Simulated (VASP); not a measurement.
Set up this calculation in VASP 6.6.1, as the native input.

```yaml
Task: single point
Functional: LDA
Potentials_or_basis: VASP PAW LDA potentials, release 64 (Ag, Cl)
Cutoff: 520 eV
k_mesh: 8 × 8 × 8
Occupations: fermi-dirac, width 0.02 eV
Spin: no spin polarisation
Dipole_correction: no
Further_INCAR_settings: ALGO = Normal; EDIFF = 1e-06; NBANDS = 16
```

The structure of AgCl lies in POSCAR:

```
AgCl
1.0
    0.0000000000      2.8008815000      2.7731500000
    2.8008815000      0.0000000000      2.7731500000
    2.8008815000      2.8008815000      0.0000000000
Ag Cl
1 1
Direct
    0.5000000000      0.5000000000      0.5000000000
    0.0000000000      0.0000000000      0.0000000000
```

This cell differs from its parent crystal: equal xx and yy strain of +1 %.

The input as run:

INCAR

```
PREC = Accurate
ENCUT = 520
EDIFF = 1E-6
ISMEAR = -1
SIGMA = 0.02
LREAL = False
LASPH = True
NELM = 60
ALGO = Normal
ISIF = 2
LWAVE = False
LCHARG = False
NBANDS = 16
```

KPOINTS

```
Automatic mesh
0
Gamma
  8 8 8
```

Potentials or basis: VASP PAW LDA potentials, release 64 (Ag, Cl).

Command:

```sh
$ cat potpaw_LDA.64/Ag/POTCAR potpaw_LDA.64/Cl/POTCAR > POTCAR
$ mpirun -np 1 vasp_std > vasp.out
```

It gave:

```json
{
 "Pressure": "-6.3 GPa",
 "Band gap on the k mesh": "0.62 eV, indirect (least direct gap 2.86 eV)"
}
```

Caveat: the cell differs from its parent crystal (equal xx and yy strain of +1 %).

It took 53 s on 1 thread of Intel Xeon 8259CL (shared host), peak memory 0.17 GiB.
